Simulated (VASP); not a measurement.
# BN (P6_3/mmc) in VASP: a series of runs

Runs on BN. Level: LDA. Tasks: single point.

All numbers are computed with VASP 6.6.1; they aren't measurements. Logs are shortened: lines on timing, memory, paths and dates and some standing lists are left out, and cuts for length are marked.

## 1. The cell of the first run

Symmetry: P6_3/mmc, No. 194, hexagonal system. Conventional cell: a = 2.464 Å, b = 2.464 Å, c = 6.546 Å, α = 90.00°, β = 90.00°, γ = 120.00°. Within 1.9 Å of N (site symmetry -6m2) lie 3 B at 1.42 Å. B (site symmetry -6m2) has 3 N at 1.42 Å within 1.9 Å.

## 2. Single point, LDA (volume scaled by 0.96)

File INCAR:

```
SYSTEM = BN
ALGO = Normal
EDIFF = 1E-6
ENCUT = 520
GGA = CA
ISIF = 2
ISMEAR = -1
LASPH = .TRUE.
LCHARG = .TRUE.
LELF = .TRUE.
LREAL = .FALSE.
LVHAR = .TRUE.
LWAVE = .FALSE.
NBANDS = 16
NELM = 100
PREC = Accurate
SIGMA = 0.05
```

File KPOINTS:

```
k-points
0
G
  12 12 4
  0 0 0
```

File POSCAR:

```
BN
1.0
    2.4644758610      0.0000000000      0.0000000000
   -1.2322379305      2.1342987027      0.0000000000
    0.0000000000      0.0000000000      6.5460173847
N B
2 2
Direct
    0.6666666667      0.3333333333      0.2500000000
    0.3333333333      0.6666666667      0.7500000000
    0.6666666667      0.3333333333      0.7500000000
    0.3333333333      0.6666666667      0.2500000000
```

Potentials or basis: VASP PAW LDA potentials, release 64 (N, B).

Launch:

```
cat potpaw_LDA.64/N/POTCAR potpaw_LDA.64/B/POTCAR > POTCAR
mpirun -np 1 vasp_std > vasp.out
```

OUTCAR:

```text
SYSTEM = BN
   EDIFF = 1E-6
   ENCUT = 520
   GGA = CA
   ISIF = 2
   ISMEAR = -1
   LASPH = .TRUE.
   LREAL = .FALSE.
   NELM = 100
   PREC = Accurate

 ion  position               nearest neighbor table
   1  0.667  0.333  0.250-   4 1.42   4 1.42   4 1.42
   2  0.333  0.667  0.750-   3 1.42   3 1.42   3 1.42
   3  0.667  0.333  0.750-   2 1.42   2 1.42   2 1.42
   4  0.333  0.667  0.250-   1 1.42   1 1.42   1 1.42

  LATTYP: Found a hexagonal cell.
 ALAT       =     2.4644758610
 C/A-ratio  =     2.6561499296

  Lattice vectors:

 A1 = (   2.4644758610,   0.0000000000,   0.0000000000)
 A2 = (  -1.2322379305,   2.1342987027,   0.0000000000)
 A3 = (   0.0000000000,   0.0000000000,   6.5460173847)

Analysis of symmetry for initial positions (statically):
=====================================================================
 Subroutine PRICEL returns:
 Original cell was already a primitive cell.

 Routine SETGRP: Setting up the symmetry group for a
 hexagonal supercell.

 Subroutine GETGRP returns: Found 24 space group operations
 (whereof 12 operations were pure point group operations)
 out of a pool of 24 trial point group operations.

The static configuration has the point symmetry D_3d.
 The point group associated with its full space group is D_6h.

Analysis of symmetry for dynamics (positions and initial velocities):
=====================================================================
 Subroutine PRICEL returns:
 Original cell was already a primitive cell.

 Routine SETGRP: Setting up the symmetry group for a
 hexagonal supercell.

 Subroutine GETGRP returns: Found 24 space group operations
 (whereof 12 operations were pure point group operations)
 out of a pool of 24 trial point group operations.

The dynamic configuration has the point symmetry D_3d.
 The point group associated with its full space group is D_6h.

 Subroutine INISYM returns: Found 24 space group operations
 (whereof 12 operations are pure point group operations),
 and found     1 'primitive' translations

----------------------------------------------------------------------------------------

                                     Primitive cell

  volume of cell :      34.4316

  direct lattice vectors                    reciprocal lattice vectors
     2.464475861  0.000000000  0.000000000     0.405765792  0.234268989  0.000000000
    -1.232237930  2.134298703  0.000000000     0.000000000  0.468537979  0.000000000
     0.000000000  0.000000000  6.546017385     0.000000000  0.000000000  0.152764642
[... 90 lines left out ...]
   EDIFFG = 0.1E-04   stopping-criterion for IOM
   NSW    =      0    number of steps for IOM
   IBRION =     -1    ionic relax: 0-MD 1-quasi-New 2-CG
   NFREE  =      0    steps in history (QN), initial steepest desc. (CG)
   ISIF   =      2    stress and relaxation
   ISYM   =      2    0-nonsym 1-usesym 2-fastsym
   POTIM  = 0.5000    time-step for ionic-motion
   TEBEG  =    0.0;   TEEND  =   0.0 temperature during run
   PSTRESS=    0.0 pullay stress
   NELECT =      16.0000    total number of electrons
   NUPDOWN=      -1.0000    fix difference up-down
   EMIN   =  10.00;   EMAX   =-10.00  energy-range for DOS
   EFERMI =   0.00;   METHOD = LEGACY
   ISMEAR =    -1;   SIGMA  =   0.05  broadening in eV -4-tet -1-fermi 0-gaus
   EFERMI_NEDOS =   21; number of points for ismear=-14 and -15
   IALGO  =     38    algorithm
   IMIX   =      4    mixing-type and parameters
     AMIX     =   0.40;   BMIX     =  1.00
     AMIX_MAG =   1.60;   BMIX_MAG =  1.00
  volume/ion in A,a.u.               =       8.61        58.09
  Fermi-wavevector in a.u.,A,eV,Ry     =   1.268029  2.396227 21.876774  1.607898
  Thomas-Fermi vector in A             =   2.401146
   LORBIT       =      0    0 simple, 1 ext, 2 COOP (PROOUT), +10 PAW based schemes
   GGA     = CA    functional components
   LHFCALC =     F    Hartree Fock is set to
   AEXX    =    0.0000 exact exchange contribution
   IVDW    =     0    specifies the selected vdW correction
   LEPSILON=     F    determine dielectric tensor
   LRPA    =     F    only Hartree local field effects (RPA)
 non-spin polarized calculation
  energy-cutoff  :      520.00
  volume of cell :       34.43
 maximum number of plane-waves:       946
   NGX =  9   NGY =  9   NGZ = 25

 number of electron      15.9999997 magnetization

 Free energy of the ion-electron system (eV)
  ---------------------------------------------------
  ext. energy  EPLUGINS =         0.00000000
  ---------------------------------------------------
  free energy    TOTEN  =       -38.55184157 eV

  energy without entropy =      -38.55184157  energy(sigma->0) =      -38.55184157

 E-fermi :   3.5345     XC(G=0): -10.7112

 val. band max:        2.4774660753   @ k =   0.3333   0.3333   0.5000
 cond. band min:       6.6023155425   @ k =   0.5000  -0.0000   0.0000
 fundamental gap:      4.1248494672
 Fermi energy:         3.5345311129

 k-point     1 :       0.0000    0.0000    0.0000
  band No.  band energies     occupation
      1     -15.4113      2.00000
      2     -15.0660      2.00000
      3      -4.1590      2.00000
      4      -1.8236      2.00000
      5       1.1934      2.00000
      6       1.1934      2.00000
[... 433 lines left out ...]
      3      -4.4657      2.00000
      4      -4.3996      2.00000
      5      -1.1656      2.00000
      6      -1.1185      2.00000
[... 8 lines left out ...]
     15      19.5612      0.00000
     16      21.6642      0.00000

 [... further k-points ...]

------------------------ aborting loop because EDIFF is reached ----------------------------------------

  FORCE on cell =-STRESS in cart. coord.  units (eV):
  Direction    XX          YY          ZZ          XY          YZ          ZX
  --------------------------------------------------------------------------------------
  -------------------------------------------------------------------------------------
  Total        2.6667580      2.6667580     -0.0824158     -0.0000000      0.0000000      0.0000000
  in kB      124.0901386    124.0901386     -3.8349869     -0.0000000      0.0000000      0.0000000
  external PRESSURE =      81.4484301 kB  Pullay stress =       0.0000000 kB

 VOLUME and BASIS-vectors are now :
 -----------------------------------------------------------------------------
  energy-cutoff  :      520.00
  volume of cell :       34.43
      direct lattice vectors                 reciprocal lattice vectors
     2.464475861  0.000000000  0.000000000     0.405765792  0.234268989  0.000000000
    -1.232237930  2.134298703  0.000000000     0.000000000  0.468537979  0.000000000
     0.000000000  0.000000000  6.546017385     0.000000000  0.000000000  0.152764642

 POSITION                                       TOTAL-FORCE (eV/Angst)
 -----------------------------------------------------------------------------------
      1.23224      0.71143      1.63650        -0.000000      0.000000      0.000000
     -0.00000      1.42287      4.90951         0.000000     -0.000000      0.000000
      1.23224      0.71143      4.90951        -0.000000     -0.000000      0.000000
     -0.00000      1.42287      1.63650         0.000000      0.000000      0.000000
 -----------------------------------------------------------------------------------
    total drift:                               -0.000000      0.000000      0.000000

  FREE ENERGIE OF THE ION-ELECTRON SYSTEM (eV)
  ---------------------------------------------------
  free  energy   TOTEN  =       -38.5518415652 eV

  energy  without entropy=      -38.5518415651  energy(sigma->0) =      -38.55184157
```

OSZICAR:

```text
N       E                     dE             d eps       ncg     rms          rms(c)
DAV:   1     0.390374322942E+02    0.39037E+02   -0.81077E+03  1840   0.928E+02
DAV:   2    -0.402399173951E+02   -0.79277E+02   -0.72204E+02  2568   0.208E+02
DAV:   3    -0.428589860270E+02   -0.26191E+01   -0.26116E+01  2288   0.363E+01
DAV:   4    -0.428723828694E+02   -0.13397E-01   -0.13395E-01  2344   0.299E+00
DAV:   5    -0.428724990950E+02   -0.11623E-03   -0.11622E-03  2304   0.259E-01    0.114E+01
DAV:   6    -0.390902593212E+02    0.37822E+01   -0.59394E+00  2160   0.184E+01    0.500E+00
DAV:   7    -0.386785672668E+02    0.41169E+00   -0.53576E-01  2480   0.513E+00    0.307E+00
DAV:   8    -0.385571074793E+02    0.12146E+00   -0.28319E-01  2312   0.362E+00    0.468E-01
DAV:   9    -0.385518532503E+02    0.52542E-02   -0.16592E-02  2088   0.990E-01    0.194E-01
DAV:  10    -0.385518269800E+02    0.26270E-04   -0.66796E-04  2352   0.199E-01    0.251E-02
DAV:  11    -0.385518415059E+02   -0.14526E-04   -0.25024E-05  2112   0.405E-02    0.197E-02
DAV:  12    -0.385518415652E+02   -0.59274E-07   -0.59783E-06  2176   0.177E-02
   1 F= -.38551842E+02 E0= -.38551842E+02  d E =-.621293E-10
```

stdout:

```text
POSCAR found type information on POSCAR N B
 POSCAR found :  2 types and       4 ions
 scaLAPACK will be used
 LDA part: xc-table for (Slater(with rela. corr.)+CA(PZ))
 , standard interpolation
 POSCAR, INCAR and KPOINTS ok, starting setup
 FFT: planning ... GRIDC
 FFT: planning ... GRID_SOFT
 FFT: planning ... GRID
 WAVECAR not read
 entering main loop
```

Wall time 13 s (1 thread of Intel Xeon 6975P-C, shared host); peak memory 0.14 GiB.

What came out:

```yaml
Free_energy: -38.5518 eV
Pressure: 8.1 GPa
Band_gap_on_the_k_mesh: 4.12 eV, indirect (least direct gap 4.57 eV)
```

Stress tensor (GPa, compression positive):
```
12.41  0.00  0.00
 0.00 12.41  0.00
 0.00  0.00 -0.38
```

Levels at points of the mesh, in eV from the valence-band top:
```tsv
k point	band 6	band 7	band 8	band 9	band 10	band 11
(0.00, 0.00, 0.00)	-1.28	-1.24	-1.24	5.02	10.36	11.83
(0.50, 0.00, 0.00)	-4.16	-1.57	-0.45	4.12	5.68	9.90
(0.00, 0.00, 0.50)	-1.26	-1.26	-1.26	7.57	7.57	11.89
(0.50, 0.00, 0.50)	-4.20	-0.98	-0.98	4.64	4.64	10.41
```

## 3. Single point, LDA (volume scaled by 0.98)

File INCAR:

```
PREC = Accurate
ENCUT = 520
EDIFF = 1E-7
ISMEAR = -1
SIGMA = 0.05
LREAL = F
LASPH = T
NELM = 80
ALGO = Normal
ISIF = 2
LWAVE = F
LCHARG = F
NBANDS = 16
```

File KPOINTS:

```
Automatic mesh
0
Gamma
  12 12 4
```

File POSCAR:

```
BN
1.0
    2.4814727834      0.0000000000      0.0000000000
   -1.2407363917      2.1490184693      0.0000000000
    0.0000000000      0.0000000000      6.5911637588
N B
2 2
Direct
    0.6666666667      0.3333333333      0.2500000000
    0.3333333333      0.6666666667      0.7500000000
    0.6666666667      0.3333333333      0.7500000000
    0.3333333333      0.6666666667      0.2500000000
```

Potentials or basis: VASP PAW LDA potentials, release 64 (N, B).

Launch:

```
cat potpaw_LDA.64/N/POTCAR potpaw_LDA.64/B/POTCAR > POTCAR
mpirun -np 1 vasp_std > vasp.out
```

It took 18 s on 1 thread of Intel Xeon 6975P-C, shared host; peak memory 0.14 GiB.

Results (log left out):

| Property | Result |
| --- | --- |
| Free energy | -38.5764 eV |
| Pressure | 2.6 GPa |
| Band gap on the k mesh | 4.11 eV, indirect (least direct gap 4.55 eV) |

Stress tensor (GPa, compression positive):
```
 4.15  0.00  0.00
 0.00  4.15  0.00
 0.00  0.00 -0.55
```

Levels at points of the mesh, in eV from the valence-band top:
```tsv
k point	band 5	band 6	band 7	band 8	band 9	band 10	band 11	band 12
(0.00, 0.00, 0.00)	-1.31	-1.31	-1.27	-1.27	4.98	10.21	11.65	11.65
(0.50, 0.00, 0.00)	-4.20	-4.13	-1.53	-0.44	4.11	5.61	9.71	10.23
(0.00, 0.00, 0.50)	-1.29	-1.29	-1.29	-1.29	7.47	7.47	11.72	11.72
(0.50, 0.00, 0.50)	-4.17	-4.17	-0.96	-0.96	4.61	4.61	10.19	10.19
```
